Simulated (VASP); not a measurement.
# Mg (P6_3/mmc) in VASP: a series of runs

Runs on Mg. Level: PBE. Tasks: single point.

All numbers are computed with VASP 6.6.1; they aren't measurements. Logs are shortened: lines on timing, memory, paths and dates and some standing lists are left out, and cuts for length are marked.

### Step 1. The cell of the first run

Symmetry: P6_3/mmc, No. 194, hexagonal system. The conventional cell has a = 3.195 Å, b = 3.195 Å, c = 5.188 Å, α = 90.00°, β = 90.00°, γ = 120.00°. Mg (site symmetry -6m2) has 12 Mg at 3.18 to 3.20 Å within 4.2 Å.

### Step 2. Single point, PBE

INCAR

```
PREC = Accurate
ENCUT = 520
EDIFF = 1E-6
ISMEAR = 1
SIGMA = 0.03
LREAL = False
LASPH = True
NELM = 100
ALGO = Normal
ISIF = 2
LWAVE = False
LCHARG = False
GGA = PE
NBANDS = 9
```

KPOINTS

```
regular mesh
0
Gamma
  11 11 6
```

POSCAR

```
Mg
1.0
    3.1953117277      0.0000000000      0.0000000000
   -1.5976558638      2.7672211292      0.0000000000
    0.0000000000      0.0000000000      5.1879445283
Mg
2
Direct
    0.3333333333      0.6666666667      0.2500000000
    0.6666666667      0.3333333333      0.7500000000
```

Potentials or basis: VASP PAW PBE potentials, release 64 (Mg).

Command:

```
cat potpaw_PBE.64/Mg/POTCAR > POTCAR
mpirun -np 1 vasp_std > vasp.out
```

OUTCAR:

```text
PREC = Accurate
   ENCUT = 520
   EDIFF = 1E-6
   ISMEAR = 1
   LREAL = False
   LASPH = True
   NELM = 100
   ISIF = 2
   GGA = PE

 ion  position               nearest neighbor table
   1  0.333  0.667  0.250-   2 3.18   2 3.18   2 3.18   2 3.18   2 3.18   2 3.18
   2  0.667  0.333  0.750-   1 3.18   1 3.18   1 3.18   1 3.18   1 3.18   1 3.18

  LATTYP: Found a hexagonal cell.
 ALAT       =     3.1953117277
 C/A-ratio  =     1.6236113939

  Lattice vectors:

 A1 = (   3.1953117277,   0.0000000000,   0.0000000000)
 A2 = (  -1.5976558638,   2.7672211292,   0.0000000000)
 A3 = (   0.0000000000,   0.0000000000,   5.1879445283)

Analysis of symmetry for initial positions (statically):
=====================================================================
 Subroutine PRICEL returns:
 Original cell was already a primitive cell.

 Routine SETGRP: Setting up the symmetry group for a
 hexagonal supercell.

 Subroutine GETGRP returns: Found 24 space group operations
 (whereof 12 operations were pure point group operations)
 out of a pool of 24 trial point group operations.

The static configuration has the point symmetry D_3d.
 The point group associated with its full space group is D_6h.

Analysis of symmetry for dynamics (positions and initial velocities):
=====================================================================
 Subroutine PRICEL returns:
 Original cell was already a primitive cell.

 Routine SETGRP: Setting up the symmetry group for a
 hexagonal supercell.

 Subroutine GETGRP returns: Found 24 space group operations
 (whereof 12 operations were pure point group operations)
 out of a pool of 24 trial point group operations.

The dynamic configuration has the point symmetry D_3d.
 The point group associated with its full space group is D_6h.

 Subroutine INISYM returns: Found 24 space group operations
 (whereof 12 operations are pure point group operations),
 and found     1 'primitive' translations

----------------------------------------------------------------------------------------

                                     Primitive cell

  volume of cell :      45.8725

  direct lattice vectors                    reciprocal lattice vectors
     3.195311728  0.000000000  0.000000000     0.312958511  0.180686680  0.000000000
    -1.597655864  2.767221129  0.000000000     0.000000000  0.361373361  0.000000000
     0.000000000  0.000000000  5.187944528     0.000000000  0.000000000  0.192754567

  length of vectors
     3.195311728  3.195311728  5.187944528     0.361373361  0.361373361  0.192754567

  position of ions in fractional coordinates (direct lattice)
     0.333333333  0.666666667  0.250000000
     0.666666667  0.333333333  0.750000000

  ion indices of the primitive-cell ions
   primitive index   ion index
                 1           1
                 2           2

----------------------------------------------------------------------------------------

 KPOINTS: regular mesh

Automatic generation of k-mesh.
 Grid dimensions read from file:
 generate k-points for:   11   11    6

 Generating k-lattice:

  Cartesian coordinates                     Fractional coordinates (reciprocal lattice)
     0.028450774  0.016426062  0.000000000     0.090909091  0.000000000  0.000000000
     0.000000000  0.032852124  0.000000000     0.000000000  0.090909091  0.000000000
     0.000000000  0.000000000  0.032125761     0.000000000  0.000000000  0.166666667

  Length of vectors
     0.032852124  0.032852124  0.032125761

  Shift w.r.t. Gamma in fractional coordinates (k-lattice)
     0.000000000  0.000000000  0.000000000

 Subroutine IBZKPT returns following result:
 ===========================================

 Found     64 irreducible k-points:

 Following reciprocal coordinates:
            Coordinates               Weight
  0.000000  0.000000  0.000000      1.000000
  0.090909  0.000000  0.000000      6.000000
  0.181818  0.000000  0.000000      6.000000
  0.272727  0.000000  0.000000      6.000000
  0.363636  0.000000  0.000000      6.000000
  0.454545  0.000000  0.000000      6.000000
[... 16 lines left out ...]
  0.090909  0.090909  0.166667     12.000000
  0.181818  0.090909  0.166667     24.000000
 [... further k-points ...]
   k-points           NKPTS =     64   k-points in BZ     NKDIM =     64   number of bands    NBANDS=      9
   number of dos      NEDOS =    301   number of ions     NIONS =      2
   total plane-waves  NPLWV =  23040
   dimension x,y,z NGX =    24 NGY =   24 NGZ =   40
   dimension x,y,z NGXF=    48 NGYF=   48 NGZF=   80
   ions per type =               2
   NGX,Y,Z   is equivalent  to a cutoff of  12.49, 12.49, 12.82 a.u.
   NGXF,Y,Z  is equivalent  to a cutoff of  24.97, 24.97, 25.64 a.u.
 SYSTEM =  unknown system
   PREC   = accura    normal or accurate (medium, high low for compatibility)
   ISTART =      0    job   : 0-new  1-cont  2-samecut
   ICHARG =      2    charge: 1-file 2-atom 10-const
   ISPIN  =      1    spin polarized calculation?
   LNONCOLLINEAR =      F non collinear calculations
   LSORBIT =      F    spin-orbit coupling
   LASPH  =      T    aspherical Exc in radial PAW
   ENCUT  =  520.0 eV  38.22 Ry    6.18 a.u.   5.94  5.94  9.65*2*pi/ulx,y,z
   NELM   =    100;   NELMIN=  2; NELMDL= -5     # of ELM steps
   EDIFF  = 0.1E-05   stopping-criterion for ELM
   LREAL  =      F    real-space projection
   EDIFFG = 0.1E-04   stopping-criterion for IOM
   NSW    =      0    number of steps for IOM
   IBRION =     -1    ionic relax: 0-MD 1-quasi-New 2-CG
   NFREE  =      0    steps in history (QN), initial steepest desc. (CG)
   ISIF   =      2    stress and relaxation
   ISYM   =      2    0-nonsym 1-usesym 2-fastsym
   POTIM  = 0.5000    time-step for ionic-motion
   TEBEG  =    0.0;   TEEND  =   0.0 temperature during run
   PSTRESS=    0.0 pullay stress
   NELECT =       4.0000    total number of electrons
   NUPDOWN=      -1.0000    fix difference up-down
   EMIN   =  10.00;   EMAX   =-10.00  energy-range for DOS
   EFERMI =   0.00;   METHOD = LEGACY
   ISMEAR =     1;   SIGMA  =   0.03  broadening in eV -4-tet -1-fermi 0-gaus
   EFERMI_NEDOS =   21; number of points for ismear=-14 and -15
   IALGO  =     38    algorithm
   IMIX   =      4    mixing-type and parameters
     AMIX     =   0.40;   BMIX     =  1.00
     AMIX_MAG =   1.60;   BMIX_MAG =  1.00
  volume/ion in A,a.u.               =      22.94       154.78
  Fermi-wavevector in a.u.,A,eV,Ry     =   0.725957  1.371859  7.170448  0.527013
  Thomas-Fermi vector in A             =   1.816809
   LORBIT       =      0    0 simple, 1 ext, 2 COOP (PROOUT), +10 PAW based schemes
   GGA     = PE    functional components
   LHFCALC =     F    Hartree Fock is set to
   AEXX    =    0.0000 exact exchange contribution
   IVDW    =     0    specifies the selected vdW correction
   LEPSILON=     F    determine dielectric tensor
   LRPA    =     F    only Hartree local field effects (RPA)
 non-spin polarized calculation
 Methfessel and Paxton  Order N= 1 SIGMA  =   0.03
  energy-cutoff  :      520.00
  volume of cell :       45.87
 maximum number of plane-waves:      1252
 NGX is ok and might be reduce to    24
   NGX = 11   NGY = 11   NGZ = 19

 number of electron       4.0000000 magnetization

 Free energy of the ion-electron system (eV)
  ---------------------------------------------------
  ext. energy  EPLUGINS =         0.00000000
  ---------------------------------------------------
  free energy    TOTEN  =        -3.03212537 eV

  energy without entropy =       -3.03212472  energy(sigma->0) =       -3.03212515

 E-fermi :   2.5251     XC(G=0):  -8.4937

 val. band max:        2.5086039425   @ k =   0.3636   0.2727   0.5000
 cond. band min:       2.7398324848   @ k =   0.1818   0.1818   0.0000
 fundamental gap:      0.2312285423
 Fermi energy:         2.5251029598

 k-point     1 :       0.0000    0.0000    0.0000
  band No.  band energies     occupation
      1      -4.2971      2.00000
      2       0.9520      2.00000
      3       1.3976      2.00000
      4      13.5834      0.00000
      5      13.5834      0.00000
      6      13.6993      0.00000
      7      13.6993      0.00000
      8      14.4735      0.00000
      9      16.0706      0.00000

 k-point     2 :       0.0909    0.0000    0.0000
  band No.  band energies     occupation
      1      -4.1344      2.00000
      2       1.1008      2.00000
      3       1.5557      2.00000
      4      11.0732      0.00000
      5      12.2790      0.00000
      6      13.0834      0.00000
      7      15.2188      0.00000
      8      15.3651      0.00000
      9      15.7658      0.00000

 k-point     3 :       0.1818    0.0000    0.0000
  band No.  band energies     occupation
      1      -3.6478      2.00000
      2       1.5473      2.00000
      3       2.0227      2.00000
      4       8.3395      0.00000
      5      11.1876      0.00000
      6      11.7379      0.00000
      7      13.0656      0.00000
      8      14.1138      0.00000
      9      15.7609      0.00000

 k-point     4 :       0.2727    0.0000    0.0000
  band No.  band energies     occupation
      1      -2.8422      2.00000
      2       2.2924      2.00000
      3       2.7578     -0.00000
      4       5.8585      0.00000
      5      10.2727      0.00000
      6      10.3703      0.00000
      7      10.5468      0.00000
      8      12.4790      0.00000
      9      14.8383      0.00000
[... 205 lines left out ...]
 k-point    22 :       0.4545    0.0000    0.1667
  band No.  band energies     occupation
      1      -0.1635      2.00000
      2       1.5040      2.00000
      3       3.4432      0.00000
      4       5.0499      0.00000
      5       6.9106      0.00000
      6       8.3880      0.00000
      7       9.6854      0.00000
      8      11.1975      0.00000
      9      12.8091      0.00000

 k-point    23 :       0.0909    0.0909    0.1667
  band No.  band energies     occupation
      1      -3.6548      2.00000
      2      -0.0144      2.00000
      3       3.5464      0.00000
      4       9.7598      0.00000
      5      10.0714      0.00000
      6      12.9518      0.00000
      7      13.2233      0.00000
      8      13.7372      0.00000
      9      15.1302      0.00000

 k-point    24 :       0.1818    0.0909    0.1667
  band No.  band energies     occupation
      1      -3.0097      2.00000
      2       0.6031      2.00000
      3       4.1168      0.00000
      4       7.2981      0.00000
      5       8.8675      0.00000
      6      10.7155      0.00000
      7      12.2063      0.00000
      8      13.5563      0.00000
      9      14.0603      0.00000

 [... further k-points ...]
[... 5 lines left out ...]
  --------------------------------------------------------------------------------------
  -------------------------------------------------------------------------------------
  Total       -0.0473657     -0.0473657     -0.0398586     -0.0000000     -0.0000000      0.0000000
  in kB       -1.6543291     -1.6543291     -1.3921314     -0.0000000     -0.0000000      0.0000000
  external PRESSURE =      -1.5669299 kB  Pullay stress =       0.0000000 kB

 VOLUME and BASIS-vectors are now :
 -----------------------------------------------------------------------------
  energy-cutoff  :      520.00
  volume of cell :       45.87
      direct lattice vectors                 reciprocal lattice vectors
     3.195311728  0.000000000  0.000000000     0.312958511  0.180686680  0.000000000
    -1.597655864  2.767221129  0.000000000     0.000000000  0.361373361  0.000000000
     0.000000000  0.000000000  5.187944528     0.000000000  0.000000000  0.192754567

 POSITION                                       TOTAL-FORCE (eV/Angst)
 -----------------------------------------------------------------------------------
     -0.00000      1.84481      1.29699         0.000000      0.000000      0.000000
      1.59766      0.92241      3.89096        -0.000000     -0.000000      0.000000
 -----------------------------------------------------------------------------------
    total drift:                                0.000000     -0.000000      0.000000

  FREE ENERGIE OF THE ION-ELECTRON SYSTEM (eV)
  ---------------------------------------------------
  free  energy   TOTEN  =        -3.0321253657 eV

  energy  without entropy=       -3.0321247201  energy(sigma->0) =       -3.03212515
```

Wall time 33 s (1 thread of AMD EPYC 7R13, shared host); peak memory 0.14 GiB.

What came out:

| Property | Result |
| --- | --- |
| Free energy | -3.0321 eV |
| Pressure | -0.2 GPa |
| Band gap on the k mesh | zero (band 2 reaches 3.51 eV, above the bottom of band 3 at 1.40 eV) |

### Step 3. Single point, PBE

INCAR

```
SYSTEM = Mg
PREC = Accurate
ENCUT = 520
EDIFF = 1E-6
ISMEAR = 1
SIGMA = 0.1
LREAL = .FALSE.
LASPH = .TRUE.
NELM = 60
ALGO = Normal
ISIF = 2
LWAVE = .FALSE.
LCHARG = .FALSE.
GGA = PE
NBANDS = 9
```

KPOINTS

```
regular mesh
0
G
  11 11 6
  0 0 0
```

POSCAR is that of step 2.

Potentials or basis: VASP PAW PBE potentials, release 64 (Mg).

Command:

```
cat potpaw_PBE.64/Mg/POTCAR > POTCAR
mpirun -np 1 vasp_std > vasp.out
```

It took 30 s on 1 thread of AMD EPYC 7R13, shared host; peak memory 0.14 GiB.

The run converged. Its results:

* Free energy: -3.0320 eV
* Pressure: -0.2 GPa
* Band gap on the k mesh: zero (band 2 reaches 3.51 eV, above the bottom of band 3 at 1.40 eV)

Levels at points of the mesh, in eV from the Fermi level:
```tsv
k point	band 1	band 2	band 3	band 4	band 5	band 6
(0.00, 0.00, 0.00)	-6.85	-1.60	-1.16	11.03	11.03	11.15
(0.00, 0.00, 0.50)	-5.46	-5.46	5.12	5.12	11.78	11.78
```
